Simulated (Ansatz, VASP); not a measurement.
CaO: VASP beside Ansatz

```xyz
2
Lattice="0.0000 2.3900 2.3900 2.3900 0.0000 2.3900 2.3900 2.3900 0.0000" Properties=species:S:1:pos:R:3 pbc="T T T"
Ca    0.0000    0.0000    0.0000
O     2.3900    2.3900    2.3900
```

Alike in both runs: task single point; functional r2SCAN; dispersion rVV10; k mesh 10 × 10 × 10; occupations fermi-dirac, width 0.03 eV; no spin polarisation.

```csv
,VASP,Ansatz
version,VASP 6.6.1,Ansatz 0.2.0
potentials or method,"VASP PAW PBE potentials, release 64 (Ca_sv, O)","plane waves, PAW"
plane-wave cutoff (eV),520,500
valence electrons in the cell,16,16
```

|  | VASP | Ansatz | Ansatz less VASP |
| --- | --- | --- | --- |
| gap on the k mesh at the Fermi level (eV) | 4.15 | 4.16 | +0.013 |
| pressure (GPa) | 1.1 | 0.0 | -1.14 |

VASP's potentials were made for PBE, not for r2SCAN.
